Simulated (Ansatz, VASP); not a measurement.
**Cu in VASP and in Ansatz**

```xyz
1
Lattice="0.0000 1.8617 1.8617 1.8617 0.0000 1.8617 1.8617 1.8617 0.0000" Properties=species:S:1:pos:R:3 pbc="T T T"
Cu    0.0000    0.0000    0.0000
```

Change from the starting cell: strain +0.030 along x and y, +0.030 along z, atoms carried along.

Alike in both runs: task single point; functional PBEsol; k mesh 22 × 22 × 22; occupations gaussian, width 0.15 eV; no spin polarisation.

|  | VASP | Ansatz |
| --- | --- | --- |
| version | VASP 6.6.1 | Ansatz 0.2.0 |
| potentials or method | VASP PAW PBE potentials, release 64 (Cu), cutoff 520 eV | scalar-relativistic, plane waves, PAW |
| valence electrons in the cell | 11 | 19 |

```tsv
	VASP	Ansatz	Ansatz less VASP
gap on the k mesh at the Fermi level (eV)	none	none	-
pressure (GPa)	-15.2	-15.9	-0.66
```

VASP's potentials were made for PBE, not for PBEsol. A gap of «none» marks a metal or a gap that the smearing closes. VASP's potentials hold 11 valence electrons a cell and Ansatz's 19, so a difference there can come from the potentials and not from the codes.
